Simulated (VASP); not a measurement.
# Ga (R-3m) in VASP: notebook

The runs below take Ga through single point, relaxation of cell and atoms, with PBEsol.

Everything below comes from runs of VASP 6.6.1. Logs are shortened: lines on timing, memory, paths and dates and some standing lists are left out, and cuts for length are marked.

## 1. The cell of the first run

Symmetry: R-3m, No. 166, trigonal system. Conventional cell: a = 3.406 Å, b = 3.406 Å, c = 10.912 Å, α = 90.00°, β = 90.00°, γ = 120.00°. Ga (site symmetry 3m) has 12 Ga at 2.67 to 3.41 Å within 3.5 Å.

## 2. Single point, PBEsol

Input file INCAR:

```
SYSTEM = Ga
  PREC = Accurate
  ENCUT = 520
  EDIFF = 1E-6
  ISMEAR = 0
  SIGMA = 0.1
  LREAL = .FALSE.
  LASPH = .TRUE.
  NELM = 80
  ALGO = Normal
  ISIF = 2
  LWAVE = .FALSE.
  LCHARG = .FALSE.
  GGA = PS
  NBANDS = 20
```

Input file KPOINTS:

```
Automatic mesh
0
G
  6 6 6
  0 0 0
```

Input file POSCAR:

```
Ga
1.0
    1.7028178013      0.9831223160      3.6374806495
   -1.7028178013      0.9831223160      3.6374806495
    0.0000000000     -1.9662446319      3.6374806495
Ga
2
Direct
    0.2502507102      0.2502507102      0.2502507102
    0.7497492898      0.7497492898      0.7497492898
```

Potentials or basis: VASP PAW PBE potentials, release 64 (Ga_d).

Run with:

```console
cat potpaw_PBE.64/Ga_d/POTCAR > POTCAR
mpirun -np 1 vasp_std > vasp.out
```

OUTCAR:

```text
SYSTEM = Ga
   PREC = Accurate
   ENCUT = 520
   EDIFF = 1E-6
   ISMEAR = 0
   LREAL = .FALSE.
   LASPH = .TRUE.
   NELM = 80
   ISIF = 2
   GGA = PS

 ion  position               nearest neighbor table
   1  0.250  0.250  0.250-   2 2.67   2 2.67   2 2.67   2 2.68   2 2.68   2 2.68
   2  0.750  0.750  0.750-   1 2.67   1 2.67   1 2.67   1 2.68   1 2.68   1 2.68

  LATTYP: Found a trigonal (rhomboedric) cell.
 ALAT       =     4.1348982367
 COS(alpha) =     0.6608149456

  Lattice vectors:

 A1 = (   1.7028178013,   0.9831223160,   3.6374806495)
 A2 = (  -1.7028178013,   0.9831223160,   3.6374806495)
 A3 = (   0.0000000000,  -1.9662446319,   3.6374806495)

Analysis of symmetry for initial positions (statically):
=====================================================================
 Subroutine PRICEL returns:
 Original cell was already a primitive cell.

 Routine SETGRP: Setting up the symmetry group for a
 trigonal (rhombohedral) supercell.

 Subroutine GETGRP returns: Found 12 space group operations
 (whereof 12 operations were pure point group operations)
 out of a pool of 12 trial point group operations.

The static configuration has the point symmetry D_3d.

Analysis of symmetry for dynamics (positions and initial velocities):
=====================================================================
 Subroutine PRICEL returns:
 Original cell was already a primitive cell.

 Routine SETGRP: Setting up the symmetry group for a
 trigonal (rhombohedral) supercell.

 Subroutine GETGRP returns: Found 12 space group operations
 (whereof 12 operations were pure point group operations)
 out of a pool of 12 trial point group operations.

The dynamic configuration has the point symmetry D_3d.

 Subroutine INISYM returns: Found 12 space group operations
 (whereof 12 operations are pure point group operations),
 and found     1 'primitive' translations

----------------------------------------------------------------------------------------

                                     Primitive cell

  volume of cell :      36.5366

  direct lattice vectors                    reciprocal lattice vectors
     1.702817801  0.983122316  3.637480650     0.293630945  0.169527905  0.091638517
    -1.702817801  0.983122316  3.637480650    -0.293630945  0.169527905  0.091638517
     0.000000000 -1.966244632  3.637480650     0.000000000 -0.339055810  0.091638517

  length of vectors
     4.134898237  4.134898237  4.134898237     0.351221384  0.351221384  0.351221384

  position of ions in fractional coordinates (direct lattice)
     0.250250710  0.250250710  0.250250710
     0.749749290  0.749749290  0.749749290

  ion indices of the primitive-cell ions
   primitive index   ion index
                 1           1
                 2           2

----------------------------------------------------------------------------------------

 KPOINTS: Automatic mesh

Automatic generation of k-mesh.
 Grid dimensions read from file:
 generate k-points for:    6    6    6

 Generating k-lattice:

  Cartesian coordinates                     Fractional coordinates (reciprocal lattice)
     0.048938491  0.028254651  0.015273086     0.166666667  0.000000000  0.000000000
    -0.048938491  0.028254651  0.015273086     0.000000000  0.166666667  0.000000000
     0.000000000 -0.056509302  0.015273086     0.000000000  0.000000000  0.166666667

  Length of vectors
     0.058536897  0.058536897  0.058536897

  Shift w.r.t. Gamma in fractional coordinates (k-lattice)
     0.000000000  0.000000000  0.000000000

 Subroutine IBZKPT returns following result:
 ===========================================

 Found     32 irreducible k-points:

 Following reciprocal coordinates:
            Coordinates               Weight
  0.000000  0.000000  0.000000      1.000000
  0.166667 -0.000000  0.000000      6.000000
  0.333333  0.000000  0.000000      6.000000
  0.500000 -0.000000  0.000000      3.000000
  0.166667  0.166667  0.000000      6.000000
  0.333333  0.166667  0.000000     12.000000
[... 16 lines left out ...]
  0.500000  0.500000  0.166667      6.000000
 -0.333333  0.500000  0.166667     12.000000
 [... further k-points ...]
   k-points           NKPTS =     32   k-points in BZ     NKDIM =     32   number of bands    NBANDS=     20
   number of dos      NEDOS =    301   number of ions     NIONS =      2
   total plane-waves  NPLWV =  32768
   dimension x,y,z NGX =    32 NGY =   32 NGZ =   32
   dimension x,y,z NGXF=    64 NGYF=   64 NGZF=   64
   ions per type =               2
   NGX,Y,Z   is equivalent  to a cutoff of  12.87, 12.87, 12.87 a.u.
   NGXF,Y,Z  is equivalent  to a cutoff of  25.73, 25.73, 25.73 a.u.
 SYSTEM =  Ga
   PREC   = accura    normal or accurate (medium, high low for compatibility)
   ISTART =      0    job   : 0-new  1-cont  2-samecut
   ICHARG =      2    charge: 1-file 2-atom 10-const
   ISPIN  =      1    spin polarized calculation?
   LNONCOLLINEAR =      F non collinear calculations
   LSORBIT =      F    spin-orbit coupling
   LASPH  =      T    aspherical Exc in radial PAW
   ENCUT  =  520.0 eV  38.22 Ry    6.18 a.u.   7.69  7.69  7.69*2*pi/ulx,y,z
   NELM   =     80;   NELMIN=  2; NELMDL= -5     # of ELM steps
   EDIFF  = 0.1E-05   stopping-criterion for ELM
   LREAL  =      F    real-space projection
   EDIFFG = 0.1E-04   stopping-criterion for IOM
   NSW    =      0    number of steps for IOM
   IBRION =     -1    ionic relax: 0-MD 1-quasi-New 2-CG
   NFREE  =      0    steps in history (QN), initial steepest desc. (CG)
   ISIF   =      2    stress and relaxation
   ISYM   =      2    0-nonsym 1-usesym 2-fastsym
   POTIM  = 0.5000    time-step for ionic-motion
   TEBEG  =    0.0;   TEEND  =   0.0 temperature during run
   PSTRESS=    0.0 pullay stress
   NELECT =      26.0000    total number of electrons
   NUPDOWN=      -1.0000    fix difference up-down
   EMIN   =  10.00;   EMAX   =-10.00  energy-range for DOS
   EFERMI =   0.00;   METHOD = LEGACY
   ISMEAR =     0;   SIGMA  =   0.10  broadening in eV -4-tet -1-fermi 0-gaus
   EFERMI_NEDOS =   21; number of points for ismear=-14 and -15
   IALGO  =     38    algorithm
   IMIX   =      4    mixing-type and parameters
     AMIX     =   0.40;   BMIX     =  1.00
     AMIX_MAG =   1.60;   BMIX_MAG =  1.00
  volume/ion in A,a.u.               =      18.27       123.28
  Fermi-wavevector in a.u.,A,eV,Ry     =   1.461583  2.761991 29.065091  2.136224
  Thomas-Fermi vector in A             =   2.577897
   LORBIT       =      0    0 simple, 1 ext, 2 COOP (PROOUT), +10 PAW based schemes
   GGA     = PS    functional components
   LHFCALC =     F    Hartree Fock is set to
   AEXX    =    0.0000 exact exchange contribution
   IVDW    =     0    specifies the selected vdW correction
   LEPSILON=     F    determine dielectric tensor
   LRPA    =     F    only Hartree local field effects (RPA)
 non-spin polarized calculation
 Gauss-broadening in eV      SIGMA  =   0.10
  energy-cutoff  :      520.00
  volume of cell :       36.54
 maximum number of plane-waves:       996
   NGX = 15   NGY = 15   NGZ = 15

 number of electron      26.0000012 magnetization

 Free energy of the ion-electron system (eV)
  ---------------------------------------------------
  ext. energy  EPLUGINS =         0.00000000
  ---------------------------------------------------
  free energy    TOTEN  =        -6.63767373 eV

  energy without entropy =       -6.63595157  energy(sigma->0) =       -6.63681265

 E-fermi :   5.3704     XC(G=0): -11.2598

 val. band max:        5.2854122116   @ k =   0.3333   0.3333   0.0000
 cond. band min:       5.4813244544   @ k =  -0.3333   0.1667   0.0000
 fundamental gap:      0.1959122428
 Fermi energy:         5.3704199074

 k-point     1 :       0.0000    0.0000    0.0000
  band No.  band energies     occupation
      1      -9.6031      2.00000
      2      -9.6031      2.00000
      3      -9.4821      2.00000
      4      -9.4226      2.00000
      5      -9.4226      2.00000
      6      -9.1010      2.00000
[... 12 lines left out ...]
     19      15.9264      0.00000
     20      15.9265      0.00000

 k-point     2 :       0.1667   -0.0000    0.0000
  band No.  band energies     occupation
      1      -9.5720      2.00000
      2      -9.5588      2.00000
      3      -9.4423      2.00000
      4      -9.4124      2.00000
      5      -9.3873      2.00000
      6      -9.1251      2.00000
[... 12 lines left out ...]
     19      14.4055      0.00000
     20      17.4232      0.00000

 k-point     3 :       0.3333    0.0000    0.0000
  band No.  band energies     occupation
      1      -9.4789      2.00000
      2      -9.4368      2.00000
      3      -9.3767      2.00000
      4      -9.3414      2.00000
      5      -9.3022      2.00000
      6      -9.1982      2.00000
[... 12 lines left out ...]
     19      13.5031      0.00000
     20      20.1192      0.00000

 k-point     4 :       0.5000   -0.0000    0.0000
  band No.  band energies     occupation
      1      -9.3404      2.00000
      2      -9.3383      2.00000
      3      -9.2892      2.00000
      4      -9.2859      2.00000
      5      -9.2754      2.00000
      6      -9.2689      2.00000
[... 12 lines left out ...]
     19      15.8078      0.00000
     20      15.8187      0.00000

 k-point     5 :       0.1667    0.1667    0.0000
  band No.  band energies     occupation
      1      -9.5932      2.00000
      2      -9.5240      2.00000
      3      -9.4647      2.00000
      4      -9.3979      2.00000
      5      -9.3631      2.00000
      6      -9.1342      2.00000
[... 12 lines left out ...]
     19      16.2915      0.00000
     20      18.2098      0.00000

 k-point     6 :       0.3333    0.1667    0.0000
  band No.  band energies     occupation
      1      -9.5545      2.00000
      2      -9.4400      2.00000
      3      -9.4296      2.00000
      4      -9.3456      2.00000
      5      -9.2971      2.00000
      6      -9.1896      2.00000
[... 12 lines left out ...]
     19      15.9721      0.00000
     20      17.6272      0.00000

 k-point     7 :       0.5000    0.1667    0.0000
  band No.  band energies     occupation
      1      -9.4564      2.00000
      2      -9.3748      2.00000
      3      -9.3548      2.00000
      4      -9.3220      2.00000
      5      -9.2707      2.00000
      6      -9.2554      2.00000
[... 12 lines left out ...]
     19      16.8458      0.00000
     20      17.3838      0.00000
[... 277 lines left out ...]
 k-point    20 :       0.5000    0.3333    0.1667
  band No.  band energies     occupation
      1      -9.5356      2.00000
      2      -9.4296      2.00000
      3      -9.3645      2.00000
      4      -9.3389      2.00000
      5      -9.2529      2.00000
      6      -9.2456      2.00000
[... 12 lines left out ...]
     19      16.3142      0.00000
     20      17.5266      0.00000

 k-point    21 :      -0.3333    0.3333    0.1667
  band No.  band energies     occupation
      1      -9.4915      2.00000
      2      -9.4684      2.00000
      3      -9.3780      2.00000
      4      -9.3495      2.00000
      5      -9.2217      2.00000
      6      -9.2192      2.00000
[... 12 lines left out ...]
     19      17.4514      0.00000
     20      19.2313      0.00000

 k-point    22 :      -0.1667    0.3333    0.1667
  band No.  band energies     occupation
      1      -9.5278      2.00000
      2      -9.4409      2.00000
      3      -9.3945      2.00000
      4      -9.3571      2.00000
      5      -9.2413      2.00000
      6      -9.2273      2.00000
[... 12 lines left out ...]
     19      18.0552      0.00000
     20      21.3190      0.00000

 k-point    23 :       0.5000    0.5000    0.1667
  band No.  band energies     occupation
      1      -9.5340      2.00000
      2      -9.4945      2.00000
      3      -9.4396      2.00000
      4      -9.3734      2.00000
      5      -9.2342      2.00000
      6      -9.1989      2.00000
[... 12 lines left out ...]
     19      18.0344      0.00000
     20      21.2680      0.00000

 k-point    24 :      -0.3333    0.5000    0.1667
  band No.  band energies     occupation
      1      -9.5275      2.00000
      2      -9.5055      2.00000
      3      -9.4392      2.00000
      4      -9.3514      2.00000
      5      -9.2542      2.00000
      6      -9.1828      2.00000
[... 12 lines left out ...]
     19      17.5873      0.00000
     20      19.5387      0.00000

 [... further k-points ...]
[... 5 lines left out ...]
  --------------------------------------------------------------------------------------
  -------------------------------------------------------------------------------------
  Total        0.0455364      0.0455364      0.0628888      0.0000000      0.0000000      0.0000000
  in kB        1.9968326      1.9968326      2.7577593      0.0000000      0.0000000      0.0000000
  external PRESSURE =       2.2504749 kB  Pullay stress =       0.0000000 kB

 VOLUME and BASIS-vectors are now :
 -----------------------------------------------------------------------------
  energy-cutoff  :      520.00
  volume of cell :       36.54
      direct lattice vectors                 reciprocal lattice vectors
     1.702817801  0.983122316  3.637480650     0.293630945  0.169527905  0.091638517
    -1.702817801  0.983122316  3.637480650    -0.293630945  0.169527905  0.091638517
     0.000000000 -1.966244632  3.637480650     0.000000000 -0.339055810  0.091638517

 POSITION                                       TOTAL-FORCE (eV/Angst)
 -----------------------------------------------------------------------------------
      0.00000      0.00000      2.73085         0.000000     -0.000000     -0.034146
      0.00000      0.00000      8.18160         0.000000      0.000000      0.034146
 -----------------------------------------------------------------------------------
    total drift:                                0.000000      0.000000     -0.000000

  FREE ENERGIE OF THE ION-ELECTRON SYSTEM (eV)
  ---------------------------------------------------
  free  energy   TOTEN  =        -6.6376737295 eV

  energy  without entropy=       -6.6359515705  energy(sigma->0) =       -6.63681265
```

It took 8 s on 1 thread of Intel Xeon 6975P-C (Granite Rapids), shared host; peak memory 0.17 GiB.

What came out:

| Property | Result |
| --- | --- |
| Free energy | -6.6377 eV |
| Pressure | 0.2 GPa |
| Largest force | 0.034 eV/Å |
| Band gap on the k mesh | zero (band 13 reaches 11.44 eV, above the bottom of band 14 at 3.51 eV) |

Forces in eV/Å, atoms in the order of the input:
```
Ga   0.000  0.000 -0.034
Ga   0.000  0.000  0.034
```

Stress tensor (GPa, compression positive):
```
0.20 0.00 0.00
0.00 0.20 0.00
0.00 0.00 0.28
```

Caveat: the k points lie up to 0.37 Å⁻¹ apart; the PAW data sets were made with another functional, which shifts forces and pressure a little.

[end of part 1 of 2]
